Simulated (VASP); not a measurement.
# Ge (P6_3/mmc) in VASP: a series of runs

The runs below take Ge through single point, with r2SCAN+D3(BJ).

Everything below comes from runs of VASP 6.6.1. Logs are shortened: lines on timing, memory, paths and dates and some standing lists are left out, and cuts for length are marked.

## (1) The cell of the first run

The structure is hexagonal, space group P6_3/mmc (No. 194). Conventional cell: a = 3.998 Å, b = 3.998 Å, c = 6.599 Å, α = 90.00°, β = 90.00°, γ = 120.00°. Ge (site symmetry 3m) has 4 Ge at 2.45 to 2.47 Å within 3.2 Å.

## (2) Single point, r2SCAN+D3(BJ)

Contents of POSCAR:

```
Ge
1.0
    3.9975860000      0.0000000000      0.0000000000
   -1.9987930000      3.4620110000      0.0000000000
    0.0000000000      0.0000000000      6.5993780000
Ge
4
Direct
    0.6666666667      0.3333333333      0.0629010000
    0.3333333333      0.6666666667      0.5629010000
    0.6666666667      0.3333333333      0.4370990000
    0.3333333333      0.6666666667      0.9370990000
```

Contents of INCAR.step1:

```
SYSTEM = Ge
PREC = Accurate
ENCUT = 520
ISMEAR = 1
SIGMA = 0.1
LREAL = .FALSE.
LASPH = .TRUE.
NELM = 60
NBANDS = 36
GGA = PE
ALGO = Normal
EDIFF = 1E-4
LWAVE = .TRUE.
LCHARG = .FALSE.
```

Contents of INCAR.step2:

```
SYSTEM = Ge
PREC = Accurate
ENCUT = 520
EDIFF = 1E-6
ISMEAR = 1
SIGMA = 0.1
LREAL = .FALSE.
LASPH = .TRUE.
NELM = 60
ALGO = Normal
ISIF = 2
LWAVE = .FALSE.
LCHARG = .FALSE.
METAGGA = R2SCAN
LMIXTAU = .TRUE.
IVDW = 12
VDW_S6 = 1.0
VDW_S8 = 0.78981345
VDW_A1 = 0.49484001
VDW_A2 = 5.73083694
NBANDS = 36
ISTART = 1
```

Contents of KPOINTS:

```
Automatic mesh
0
G
  6 6 3
  0 0 0
```

Potentials or basis: VASP PAW PBE potentials, release 64 (Ge_d).

Run with:

```
$ cat potpaw_PBE.64/Ge_d/POTCAR > POTCAR
$ cp INCAR.step1 INCAR
$ mpirun -np 1 vasp_std > vasp.out
$ cp INCAR.step2 INCAR
$ mpirun -np 1 vasp_std > vasp.out
```

OUTCAR:

```text
SYSTEM = Ge
   PREC = Accurate
   ENCUT = 520
   EDIFF = 1E-6
   ISMEAR = 1
   LREAL = .FALSE.
   LASPH = .TRUE.
   NELM = 60
   ISIF = 2
   METAGGA = R2SCAN
   IVDW = 12
   ISTART = 1
 IVDW          = 12

 ion  position               nearest neighbor table
   1  0.667  0.333  0.063-   4 2.45   4 2.45   4 2.45   3 2.47
   2  0.333  0.667  0.563-   3 2.45   3 2.45   3 2.45   4 2.47
   3  0.667  0.333  0.437-   2 2.45   2 2.45   2 2.45   1 2.47
   4  0.333  0.667  0.937-   1 2.45   1 2.45   1 2.45   2 2.47

  LATTYP: Found a hexagonal cell.
 ALAT       =     3.9975860000
 C/A-ratio  =     1.6508407824

  Lattice vectors:

 A1 = (   3.9975860000,   0.0000000000,   0.0000000000)
 A2 = (  -1.9987930000,   3.4620110000,   0.0000000000)
 A3 = (   0.0000000000,   0.0000000000,   6.5993780000)

Analysis of symmetry for initial positions (statically):
=====================================================================
 Subroutine PRICEL returns:
 Original cell was already a primitive cell.

 Routine SETGRP: Setting up the symmetry group for a
 hexagonal supercell.

 Subroutine GETGRP returns: Found 24 space group operations
 (whereof 12 operations were pure point group operations)
 out of a pool of 24 trial point group operations.

The static configuration has the point symmetry D_3d.
 The point group associated with its full space group is D_6h.

Analysis of symmetry for dynamics (positions and initial velocities):
=====================================================================
 Subroutine PRICEL returns:
 Original cell was already a primitive cell.

 Routine SETGRP: Setting up the symmetry group for a
 hexagonal supercell.

 Subroutine GETGRP returns: Found 24 space group operations
 (whereof 12 operations were pure point group operations)
 out of a pool of 24 trial point group operations.

The dynamic configuration has the point symmetry D_3d.
 The point group associated with its full space group is D_6h.

 Subroutine INISYM returns: Found 24 space group operations
 (whereof 12 operations are pure point group operations),
 and found     1 'primitive' translations

----------------------------------------------------------------------------------------

                                     Primitive cell

  volume of cell :      91.3333

  direct lattice vectors                    reciprocal lattice vectors
     3.997586000  0.000000000  0.000000000     0.250150966  0.144424729  0.000000000
    -1.998793000  3.462011000  0.000000000     0.000000000  0.288849458  0.000000000
     0.000000000  0.000000000  6.599378000     0.000000000  0.000000000  0.151529432

  length of vectors
     3.997586000  3.997585974  6.599378000     0.288849456  0.288849458  0.151529432

  position of ions in fractional coordinates (direct lattice)
     0.666666667  0.333333333  0.062901000
     0.333333333  0.666666667  0.562901000
     0.666666667  0.333333333  0.437099000
     0.333333333  0.666666667  0.937099000

  ion indices of the primitive-cell ions
   primitive index   ion index
                 1           1
                 2           2
                 3           3
                 4           4

----------------------------------------------------------------------------------------

 KPOINTS: Automatic mesh

Automatic generation of k-mesh.
 Grid dimensions read from file:
 generate k-points for:    6    6    3

 Generating k-lattice:

  Cartesian coordinates                     Fractional coordinates (reciprocal lattice)
     0.041691828  0.024070788  0.000000000     0.166666667  0.000000000  0.000000000
     0.000000000  0.048141576  0.000000000     0.000000000  0.166666667  0.000000000
     0.000000000  0.000000000  0.050509811     0.000000000  0.000000000  0.333333333

  Length of vectors
     0.048141576  0.048141576  0.050509811

  Shift w.r.t. Gamma in fractional coordinates (k-lattice)
     0.000000000  0.000000000  0.000000000

 Subroutine IBZKPT returns following result:
 ===========================================

 Found     14 irreducible k-points:

 Following reciprocal coordinates:
            Coordinates               Weight
  0.000000  0.000000  0.000000      1.000000
  0.166667 -0.000000  0.000000      6.000000
  0.333333 -0.000000  0.000000      6.000000
  0.500000  0.000000  0.000000      3.000000
  0.166667  0.166667  0.000000      6.000000
  0.333333  0.166667  0.000000     12.000000
  0.333333  0.333333  0.000000      2.000000
  0.000000  0.000000  0.333333      2.000000
  0.166667 -0.000000  0.333333     12.000000
  0.333333 -0.000000  0.333333     12.000000
  0.500000  0.000000  0.333333      6.000000
  0.166667  0.166667  0.333333     12.000000
  0.333333  0.166667  0.333333     24.000000
  0.333333  0.333333  0.333333      4.000000
   k-points           NKPTS =     14   k-points in BZ     NKDIM =     14   number of bands    NBANDS=     36
   number of dos      NEDOS =    301   number of ions     NIONS =      4
   total plane-waves  NPLWV =  45000
   dimension x,y,z NGX =    30 NGY =   30 NGZ =   50
   dimension x,y,z NGXF=    60 NGYF=   60 NGZF=  100
   ions per type =               4
   NGX,Y,Z   is equivalent  to a cutoff of  12.48, 12.48, 12.60 a.u.
   NGXF,Y,Z  is equivalent  to a cutoff of  24.95, 24.95, 25.19 a.u.
 SYSTEM =  Ge
   PREC   = accura    normal or accurate (medium, high low for compatibility)
   ISTART =      1    job   : 0-new  1-cont  2-samecut
   ICHARG =      0    charge: 1-file 2-atom 10-const
   ISPIN  =      1    spin polarized calculation?
   LNONCOLLINEAR =      F non collinear calculations
   LSORBIT =      F    spin-orbit coupling
   LASPH  =      T    aspherical Exc in radial PAW
   ENCUT  =  520.0 eV  38.22 Ry    6.18 a.u.   7.43  7.43 12.27*2*pi/ulx,y,z
   NELM   =     60;   NELMIN=  2; NELMDL=  0     # of ELM steps
   EDIFF  = 0.1E-05   stopping-criterion for ELM
   LREAL  =      F    real-space projection
   EDIFFG = 0.1E-04   stopping-criterion for IOM
   NSW    =      0    number of steps for IOM
   IBRION =     -1    ionic relax: 0-MD 1-quasi-New 2-CG
   NFREE  =      0    steps in history (QN), initial steepest desc. (CG)
   ISIF   =      2    stress and relaxation
   ISYM   =      2    0-nonsym 1-usesym 2-fastsym
   POTIM  = 0.5000    time-step for ionic-motion
   TEBEG  =    0.0;   TEEND  =   0.0 temperature during run
   PSTRESS=    0.0 pullay stress
   NELECT =      56.0000    total number of electrons
   NUPDOWN=      -1.0000    fix difference up-down
   EMIN   =  10.00;   EMAX   =-10.00  energy-range for DOS
   EFERMI =   0.00;   METHOD = LEGACY
   ISMEAR =     1;   SIGMA  =   0.10  broadening in eV -4-tet -1-fermi 0-gaus
   EFERMI_NEDOS =   21; number of points for ismear=-14 and -15
   IALGO  =     38    algorithm
   IMIX   =      4    mixing-type and parameters
     AMIX     =   0.40;   BMIX     =  1.00
     AMIX_MAG =   1.60;   BMIX_MAG =  1.00
  volume/ion in A,a.u.               =      22.83       154.09
  Fermi-wavevector in a.u.,A,eV,Ry     =   1.390788  2.628209 26.317649  1.934293
  Thomas-Fermi vector in A             =   2.514690
   LORBIT       =      0    0 simple, 1 ext, 2 COOP (PROOUT), +10 PAW based schemes
   METAGGA = R2SCAN    functional components
   LHFCALC =     F    Hartree Fock is set to
   AEXX    =    0.0000 exact exchange contribution
   IVDW    =    12    specifies the selected vdW correction
   LEPSILON=     F    determine dielectric tensor
   LRPA    =     F    only Hartree local field effects (RPA)
 non-spin polarized calculation
 Methfessel and Paxton  Order N= 1 SIGMA  =   0.10
  energy-cutoff  :      520.00
  volume of cell :       91.33
 maximum number of plane-waves:      2491
 NGX is ok and might be reduce to    30
   NGX = 15   NGY = 15   NGZ = 25

 number of electron      56.0000054 magnetization

 Free energy of the ion-electron system (eV)
  ---------------------------------------------------
  ext. energy  EPLUGINS =         0.00000000
  ---------------------------------------------------
  free energy    TOTEN  =       -55.36767269 eV

  energy without entropy =      -55.36721719  energy(sigma->0) =      -55.36752086

 E-fermi :   4.9435     XC(G=0): -10.7667

 val. band max:        4.8991652857   @ k =   0.0000   0.0000   0.0000
 cond. band min:       4.9636569245   @ k =   0.0000   0.0000   0.0000
 fundamental gap:      0.0644916389
 Fermi energy:         4.9434874403

 k-point     1 :       0.0000    0.0000    0.0000
  band No.  band energies     occupation
      1     -20.7976      2.00000
      2     -20.7976      2.00000
      3     -20.7588      2.00000
      4     -20.7573      2.00000
      5     -20.7573      2.00000
      6     -20.7456      2.00000
[... 28 lines left out ...]
     35       9.5983      0.00000
     36      11.4767      0.00000

 k-point     2 :       0.1667   -0.0000    0.0000
  band No.  band energies     occupation
      1     -20.8111      2.00000
      2     -20.8023      2.00000
      3     -20.7726      2.00000
      4     -20.7656      2.00000
      5     -20.7564      2.00000
      6     -20.7293      2.00000
[... 28 lines left out ...]
     35      10.7789      0.00000
     36      10.9861      0.00000

 k-point     3 :       0.3333   -0.0000    0.0000
  band No.  band energies     occupation
      1     -20.8182      2.00000
      2     -20.8064      2.00000
      3     -20.7914      2.00000
      4     -20.7757      2.00000
      5     -20.7452      2.00000
      6     -20.7163      2.00000
[... 28 lines left out ...]
     35      12.0593      0.00000
     36      12.3561      0.00000

 k-point     4 :       0.5000    0.0000    0.0000
  band No.  band energies     occupation
      1     -20.8125      2.00000
      2     -20.8069      2.00000
      3     -20.8046      2.00000
      4     -20.7790      2.00000
      5     -20.7315      2.00000
      6     -20.7129      2.00000
[... 28 lines left out ...]
     35      12.7910      0.00000
     36      13.5205      0.00000

 k-point     5 :       0.1667    0.1667    0.0000
  band No.  band energies     occupation
      1     -20.8164      2.00000
      2     -20.8119      2.00000
      3     -20.7845      2.00000
      4     -20.7801      2.00000
      5     -20.7421      2.00000
      6     -20.7180      2.00000
[... 265 lines left out ...]
 k-point    12 :       0.1667    0.1667    0.3333
  band No.  band energies     occupation
      1     -20.8046      2.00000
      2     -20.8035      2.00000
      3     -20.7891      2.00000
      4     -20.7807      2.00000
      5     -20.7501      2.00000
      6     -20.7241      2.00000
[... 28 lines left out ...]
     35      10.6157      0.00000
     36      12.0947      0.00000

 k-point    13 :       0.3333    0.1667    0.3333
  band No.  band energies     occupation
      1     -20.8112      2.00000
      2     -20.8006      2.00000
      3     -20.7987      2.00000
      4     -20.7905      2.00000
      5     -20.7301      2.00000
      6     -20.7084      2.00000
[... 28 lines left out ...]
     35      11.7478      0.00000
     36      12.7099      0.00000

 k-point    14 :       0.3333    0.3333    0.3333
  band No.  band energies     occupation
      1     -20.8186      2.00000
      2     -20.8076      2.00000
      3     -20.7969      2.00000
      4     -20.7969      2.00000
      5     -20.7106      2.00000
      6     -20.7106      2.00000
[... 28 lines left out ...]
     35      12.0467      0.00000
     36      12.0467      0.00000

------------------------ aborting loop because EDIFF is reached ----------------------------------------

 Edisp (eV)   -0.55055

 E8    (eV) :    -0.1923

  FORCE on cell =-STRESS in cart. coord.  units (eV):
  Direction    XX          YY          ZZ          XY          YZ          ZX
  --------------------------------------------------------------------------------------
  -------------------------------------------------------------------------------------
  Total      -0.47758    -0.47758    -0.58806     0.00000     0.00000     0.00000
  in kB      -8.37775    -8.37775   -10.31575     0.00000     0.00000     0.00000
  external pressure =       -9.02 kB  Pullay stress =        0.00 kB

 VOLUME and BASIS-vectors are now :
 -----------------------------------------------------------------------------
  energy-cutoff  :      520.00
  volume of cell :       91.33
      direct lattice vectors                 reciprocal lattice vectors
     3.997586000  0.000000000  0.000000000     0.250150966  0.144424729  0.000000000
    -1.998793000  3.462011000  0.000000000     0.000000000  0.288849458  0.000000000
     0.000000000  0.000000000  6.599378000     0.000000000  0.000000000  0.151529432

 POSITION                                       TOTAL-FORCE (eV/Angst)
 -----------------------------------------------------------------------------------
      1.99879      1.15400      0.41511         0.000000      0.000000      0.012455
     -0.00000      2.30801      3.71480        -0.000000     -0.000000      0.012455
      1.99879      1.15400      2.88458         0.000000      0.000000     -0.012455
     -0.00000      2.30801      6.18427        -0.000000      0.000000     -0.012455
 -----------------------------------------------------------------------------------
    total drift:                                0.000000     -0.000000      0.000000

  FREE ENERGIE OF THE ION-ELECTRON SYSTEM (eV)
  ---------------------------------------------------
  free  energy   TOTEN  =       -55.9182197071 eV

  energy  without entropy=      -55.9177642078  energy(sigma->0) =      -55.91806787
```

Run time: 1.8 min. Hardware: 1 thread of AMD EPYC 9R45 (Zen 5), shared host; peak memory 0.19 GiB.

What came out:

- Free energy: -55.9182 eV
- Pressure: -0.9 GPa
- Largest force: 0.012 eV/Å
- Band gap on the k mesh: 0.06 eV, direct
- Dispersion energy per atom: -0.138 eV

Forces on the atoms (eV/Å):
```
Ge   0.000  0.000  0.012
Ge   0.000  0.000  0.012
Ge   0.000  0.000 -0.012
Ge   0.000  0.000 -0.012
```

Stress tensor (GPa, compression positive):
```
-0.84  0.00  0.00
 0.00 -0.84  0.00
 0.00  0.00 -1.03
```

Levels at points of the mesh, in eV from the valence-band top:
```csv
k point,band 26,band 27,band 28,band 29,band 30,band 31
"(0.00, 0.00, 0.00)",-0.29,0.00,0.00,0.06,0.24,2.30
"(0.50, 0.00, 0.00)",-3.34,-3.02,-1.65,0.63,1.82,3.72
```

Caveat: three body term missing; the PAW data sets were made with another functional, which shifts forces and pressure a little. A k mesh can miss the band edges.

(Part 1 of 2 ends here.)
